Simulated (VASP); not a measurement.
A run of VASP 6.6.1:

File INCAR:

```
ALGO = Normal
EDIFF = 1E-8
ENCUT = 520
GGA = PE
IBRION = 8
ISIF = 2
ISMEAR = 0
LASPH = T
LCHARG = T
LEPSILON = T
LREAL = F
LWAVE = F
NELM = 100
NSW = 1
PREC = Accurate
SIGMA = 0.01
```

File KPOINTS:

```
k-points
0
Gamma
  5 5 5
```

File POSCAR:

```
Al2O3
1.0
    2.4043533283      1.3881540413      4.3745196008
   -2.4043533283      1.3881540413      4.3745196008
    0.0000000000     -2.7763080827      4.3745196008
Al O
4 6
Direct
    0.3521476968      0.3521476968      0.3521476968
    0.1478523032      0.1478523032      0.1478523032
    0.6478523032      0.6478523032      0.6478523032
    0.8521476968      0.8521476968      0.8521476968
    0.5561754309      0.9438245691      0.2500000000
    0.2500000000      0.5561754309      0.9438245691
    0.9438245691      0.2500000000      0.5561754309
    0.4438245691      0.0561754309      0.7500000000
    0.7500000000      0.4438245691      0.0561754309
    0.0561754309      0.7500000000      0.4438245691
```

Potentials or basis: VASP PAW PBE potentials, release 64 (Al, O).

Command:

```console
$ cat potpaw_PBE.64/Al/POTCAR potpaw_PBE.64/O/POTCAR > POTCAR
$ mpirun -np 1 vasp_std > vasp.out
```

Hardware: 1 thread of Oxide Virtual Turin-like Processor, on a shared host.

Question: Estimate the wall time of this run.

Answer: It took 55 min on 1 thread of Oxide Virtual Turin-like Processor, on a shared host, peak memory 0.51 GiB. Counts: scf iterations 167, k points 19.
